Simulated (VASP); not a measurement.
# CdS (I-4m2) in VASP: single point with PBE

Aim: the single point of CdS with PBE.

Everything below comes from runs of VASP 6.6.1. Logs are shortened: lines on timing, memory, paths and dates and some standing lists are left out, and cuts for length are marked.

### 1 The cell of the first run

It takes space group I-4m2 (No. 119, tetragonal). Conventional cell: a = 4.125 Å, b = 4.125 Å, c = 6.008 Å, α = 90.00°, β = 90.00°, γ = 90.00°. Cd (site symmetry -4m2) has 4 S at 2.55 Å within 3.4 Å. Within 3.4 Å of S (site symmetry -4m2) lie 4 Cd at 2.55 Å.

### 2 Single point, PBE (z stretched by +3 %, then relaxed in part)

File INCAR:

```
PREC = Accurate ; ENCUT = 630
EDIFF = 1E-6 ; ISMEAR = -1
SIGMA = 0.02 ; LREAL = F
LASPH = T ; NELM = 120
ALGO = Normal ; ISIF = 2
LWAVE = F ; LCHARG = F
GGA = PE ; NBANDS = 20
GGA_COMPAT = F
```

File KPOINTS:

```
Automatic mesh
0
Gamma
  13 13 13
```

File POSCAR:

```
CdS
1.0
    0.0000000000      2.9165000000      3.0039950000
    2.9165000000      0.0000000000      3.0039950000
    2.9165000000      2.9165000000      0.0000000000
Cd S
1 1
Direct
    0.0000000000      0.0000000000      0.0000000000
    0.2500000000      0.2500000000      0.2500000000
```

Potentials or basis: VASP PAW PBE potentials, release 64 (Cd_sv_GW, S).

Run with:

```bash
cat potpaw_PBE.64/Cd_sv_GW/POTCAR potpaw_PBE.64/S/POTCAR > POTCAR
mpirun -np 1 vasp_std > vasp.out
```

OUTCAR:

```text
PREC = Accurate
   ENCUT = 630
   EDIFF = 1E-6
   ISMEAR = -1
   LREAL = F
   LASPH = T
   NELM = 120
   ISIF = 2
   GGA = PE

 ion  position               nearest neighbor table
   1  0.000  0.000  0.000-   2 2.55   2 2.55   2 2.55   2 2.55
   2  0.250  0.250  0.250-   1 2.55   1 2.55   1 2.55   1 2.55

  LATTYP: Found a body centered tetragonal cell.
 ALAT       =     4.1245538547
 C/A-ratio  =     1.4566399692

  Lattice vectors:

 A1 = (  -2.9165000000,   0.0000000000,   3.0039950000)
 A2 = (   2.9165000000,   0.0000000000,   3.0039950000)
 A3 = (   0.0000000000,   2.9165000000,  -3.0039950000)

Analysis of symmetry for initial positions (statically):
=====================================================================
 Subroutine PRICEL returns:
 Original cell was already a primitive cell.

 Routine SETGRP: Setting up the symmetry group for a
 body centered tetragonal supercell.

 Subroutine GETGRP returns: Found  8 space group operations
 (whereof  8 operations were pure point group operations)
 out of a pool of 16 trial point group operations.

The static configuration has the point symmetry D_2d.

Analysis of symmetry for dynamics (positions and initial velocities):
=====================================================================
 Subroutine PRICEL returns:
 Original cell was already a primitive cell.

 Routine SETGRP: Setting up the symmetry group for a
 body centered tetragonal supercell.

 Subroutine GETGRP returns: Found  8 space group operations
 (whereof  8 operations were pure point group operations)
 out of a pool of 16 trial point group operations.

The dynamic configuration has the point symmetry D_2d.

 Subroutine INISYM returns: Found  8 space group operations
 (whereof  8 operations are pure point group operations),
 and found     1 'primitive' translations

----------------------------------------------------------------------------------------

                                     Primitive cell

  volume of cell :      51.1038

  direct lattice vectors                    reciprocal lattice vectors
     0.000000000  2.916500000  3.003995000    -0.171438368  0.171438368  0.166445017
     2.916500000  0.000000000  3.003995000     0.171438368 -0.171438368  0.166445017
     2.916500000  2.916500000  0.000000000     0.171438368  0.171438368 -0.166445017

  length of vectors
     4.186879293  4.186879293  4.124553855     0.294085314  0.294085314  0.294085314

  position of ions in fractional coordinates (direct lattice)
     0.000000000  0.000000000  0.000000000
     0.250000000  0.250000000  0.250000000

  ion indices of the primitive-cell ions
   primitive index   ion index
                 1           1
                 2           2

----------------------------------------------------------------------------------------

 KPOINTS: Automatic mesh

Automatic generation of k-mesh.
 Grid dimensions read from file:
 generate k-points for:   13   13   13

 Generating k-lattice:

  Cartesian coordinates                     Fractional coordinates (reciprocal lattice)
    -0.013187567  0.013187567  0.012803463     0.076923077  0.000000000  0.000000000
     0.013187567 -0.013187567  0.012803463     0.000000000  0.076923077  0.000000000
     0.013187567  0.013187567 -0.012803463    -0.000000000 -0.000000000  0.076923077

  Length of vectors
     0.022621947  0.022621947  0.022621947

  Shift w.r.t. Gamma in fractional coordinates (k-lattice)
     0.000000000  0.000000000  0.000000000

 Subroutine IBZKPT returns following result:
 ===========================================

 Found    196 irreducible k-points:

 Following reciprocal coordinates:
            Coordinates               Weight
  0.000000  0.000000  0.000000      1.000000
  0.076923  0.000000  0.000000      8.000000
  0.153846  0.000000  0.000000      8.000000
  0.230769  0.000000  0.000000      8.000000
  0.307692  0.000000  0.000000      8.000000
  0.384615  0.000000  0.000000      8.000000
[... 16 lines left out ...]
  0.384615  0.153846  0.000000      8.000000
  0.461538  0.153846  0.000000      8.000000
 [... further k-points ...]
   k-points           NKPTS =    196   k-points in BZ     NKDIM =    196   number of bands    NBANDS=     20
   number of dos      NEDOS =    301   number of ions     NIONS =      2
   total plane-waves  NPLWV =  46656
   dimension x,y,z NGX =    36 NGY =   36 NGZ =   36
   dimension x,y,z NGXF=    72 NGYF=   72 NGZF=   72
   ions per type =               1   1
   NGX,Y,Z   is equivalent  to a cutoff of  14.29, 14.29, 14.51 a.u.
   NGXF,Y,Z  is equivalent  to a cutoff of  28.59, 28.59, 29.02 a.u.
 SYSTEM =  unknown system
   PREC   = accura    normal or accurate (medium, high low for compatibility)
   ISTART =      0    job   : 0-new  1-cont  2-samecut
   ICHARG =      2    charge: 1-file 2-atom 10-const
   ISPIN  =      1    spin polarized calculation?
   LNONCOLLINEAR =      F non collinear calculations
   LSORBIT =      F    spin-orbit coupling
   LASPH  =      T    aspherical Exc in radial PAW
   ENCUT  =  630.0 eV  46.30 Ry    6.80 a.u.   8.57  8.57  8.44*2*pi/ulx,y,z
   NELM   =    120;   NELMIN=  2; NELMDL= -5     # of ELM steps
   EDIFF  = 0.1E-05   stopping-criterion for ELM
   LREAL  =      F    real-space projection
   EDIFFG = 0.1E-04   stopping-criterion for IOM
   NSW    =      0    number of steps for IOM
   IBRION =     -1    ionic relax: 0-MD 1-quasi-New 2-CG
   NFREE  =      0    steps in history (QN), initial steepest desc. (CG)
   ISIF   =      2    stress and relaxation
   ISYM   =      2    0-nonsym 1-usesym 2-fastsym
   POTIM  = 0.5000    time-step for ionic-motion
   TEBEG  =    0.0;   TEEND  =   0.0 temperature during run
   PSTRESS=    0.0 pullay stress
   NELECT =      26.0000    total number of electrons
   NUPDOWN=      -1.0000    fix difference up-down
   EMIN   =  10.00;   EMAX   =-10.00  energy-range for DOS
   EFERMI =   0.00;   METHOD = LEGACY
   ISMEAR =    -1;   SIGMA  =   0.02  broadening in eV -4-tet -1-fermi 0-gaus
   EFERMI_NEDOS =   21; number of points for ismear=-14 and -15
   IALGO  =     38    algorithm
   IMIX   =      4    mixing-type and parameters
     AMIX     =   0.40;   BMIX     =  1.00
     AMIX_MAG =   1.60;   BMIX_MAG =  1.00
  volume/ion in A,a.u.               =      25.55       172.43
  Fermi-wavevector in a.u.,A,eV,Ry     =   1.306918  2.469716 23.239210  1.708034
  Thomas-Fermi vector in A             =   2.437687
   LORBIT       =      0    0 simple, 1 ext, 2 COOP (PROOUT), +10 PAW based schemes
   GGA     = PE    functional components
   LHFCALC =     F    Hartree Fock is set to
   AEXX    =    0.0000 exact exchange contribution
   IVDW    =     0    specifies the selected vdW correction
   LEPSILON=     F    determine dielectric tensor
   LRPA    =     F    only Hartree local field effects (RPA)
 non-spin polarized calculation
  energy-cutoff  :      630.00
  volume of cell :       51.10
 maximum number of plane-waves:      1856
   NGX = 17   NGY = 17   NGZ = 17

 number of electron      25.9999998 magnetization

 Free energy of the ion-electron system (eV)
  ---------------------------------------------------
  ext. energy  EPLUGINS =         0.00000000
  ---------------------------------------------------
  free energy    TOTEN  =        -6.21749934 eV

  energy without entropy =       -6.21749934  energy(sigma->0) =       -6.21749934

 E-fermi :   3.0840     XC(G=0):  -9.1214

 val. band max:        2.5910442690   @ k =   0.0000   0.0000   0.0000
 cond. band min:       3.6394237168   @ k =   0.0000   0.0000   0.0000
 fundamental gap:      1.0483794478
 Fermi energy:         3.0839859458

 k-point     1 :       0.0000    0.0000    0.0000
  band No.  band energies     occupation
      1     -98.7168      2.00000
      2     -59.7810      2.00000
      3     -59.7810      2.00000
      4     -59.7734      2.00000
      5      -9.6243      2.00000
      6      -5.0688      2.00000
[... 12 lines left out ...]
     19      13.9139      0.00000
     20      14.2007      0.00000

 k-point     2 :       0.0769    0.0000    0.0000
  band No.  band energies     occupation
      1     -98.7168      2.00000
      2     -59.7810      2.00000
      3     -59.7810      2.00000
      4     -59.7734      2.00000
      5      -9.6014      2.00000
      6      -5.0580      2.00000
[... 12 lines left out ...]
     19      13.8680      0.00000
     20      14.1891      0.00000

 k-point     3 :       0.1538    0.0000    0.0000
  band No.  band energies     occupation
      1     -98.7168      2.00000
      2     -59.7810      2.00000
      3     -59.7810      2.00000
      4     -59.7734      2.00000
      5      -9.5378      2.00000
      6      -5.0341      2.00000
[... 12 lines left out ...]
     19      13.4025      0.00000
     20      14.3796      0.00000

 k-point     4 :       0.2308    0.0000    0.0000
  band No.  band energies     occupation
      1     -98.7168      2.00000
      2     -59.7811      2.00000
      3     -59.7810      2.00000
      4     -59.7735      2.00000
      5      -9.4478      2.00000
      6      -5.0056      2.00000
[... 12 lines left out ...]
     19      13.2115      0.00000
     20      13.9327      0.00000

 k-point     5 :       0.3077    0.0000    0.0000
  band No.  band energies     occupation
      1     -98.7168      2.00000
      2     -59.7812      2.00000
      3     -59.7810      2.00000
      4     -59.7735      2.00000
      5      -9.3522      2.00000
      6      -4.9805      2.00000
[... 12 lines left out ...]
     19      13.4381      0.00000
     20      13.6395      0.00000
[... 353 lines left out ...]
      6      -4.9822      2.00000
[... 12 lines left out ...]
     19      14.2398      0.00000
     20      15.7840      0.00000

 k-point    22 :       0.3077    0.1538    0.0000
  band No.  band energies     occupation
      1     -98.7168      2.00000
      2     -59.7811      2.00000
      3     -59.7810      2.00000
      4     -59.7736      2.00000
      5      -9.3623      2.00000
      6      -4.9633      2.00000
[... 12 lines left out ...]
     19      14.2575      0.00000
     20      15.3405      0.00000

 k-point    23 :       0.3846    0.1538    0.0000
  band No.  band energies     occupation
      1     -98.7168      2.00000
      2     -59.7812      2.00000
      3     -59.7810      2.00000
      4     -59.7736      2.00000
      5      -9.2798      2.00000
      6      -4.9473      2.00000
[... 12 lines left out ...]
     19      14.5934      0.00000
     20      15.0087      0.00000

 k-point    24 :       0.4615    0.1538    0.0000
  band No.  band energies     occupation
      1     -98.7168      2.00000
      2     -59.7813      2.00000
      3     -59.7810      2.00000
      4     -59.7736      2.00000
      5      -9.2182      2.00000
      6      -4.9380      2.00000
[... 12 lines left out ...]
     19      14.9720      0.00000
     20      15.0150      0.00000

 [... further k-points ...]

------------------------ aborting loop because EDIFF is reached ----------------------------------------

  FORCE on cell =-STRESS in cart. coord.  units (eV):
  Direction    XX          YY          ZZ          XY          YZ          ZX
  --------------------------------------------------------------------------------------
  -------------------------------------------------------------------------------------
  Total        0.3395745      0.3395745      0.1525055      0.0000000      0.0000000      0.0000000
  in kB       10.6461465     10.6461465      4.7812671      0.0000000      0.0000000      0.0000000
  external PRESSURE =       8.6911867 kB  Pullay stress =       0.0000000 kB

 VOLUME and BASIS-vectors are now :
 -----------------------------------------------------------------------------
  energy-cutoff  :      630.00
  volume of cell :       51.10
      direct lattice vectors                 reciprocal lattice vectors
     0.000000000  2.916500000  3.003995000    -0.171438368  0.171438368  0.166445017
     2.916500000  0.000000000  3.003995000     0.171438368 -0.171438368  0.166445017
     2.916500000  2.916500000  0.000000000     0.171438368  0.171438368 -0.166445017

 POSITION                                       TOTAL-FORCE (eV/Angst)
 -----------------------------------------------------------------------------------
      0.00000      0.00000      0.00000        -0.000000     -0.000000      0.000000
      1.45825      1.45825      1.50200         0.000000      0.000000      0.000000
 -----------------------------------------------------------------------------------
    total drift:                                0.000000      0.000000     -0.000000

  FREE ENERGIE OF THE ION-ELECTRON SYSTEM (eV)
  ---------------------------------------------------
  free  energy   TOTEN  =        -6.2174993372 eV

  energy  without entropy=       -6.2174993372  energy(sigma->0) =       -6.21749934
```

Wall time 2.5 min (1 thread of Intel Xeon 6975P-C (Granite Rapids), shared host); peak memory 0.44 GiB.

Results:

| Quantity | Value |
| --- | --- |
| Free energy | -6.2175 eV |
| Pressure | 0.9 GPa |
| Band gap on the k mesh | 1.05 eV |

Caveat: the cell differs from its parent crystal (z stretched by +3 %, then relaxed in part). A k mesh can miss the band edges.
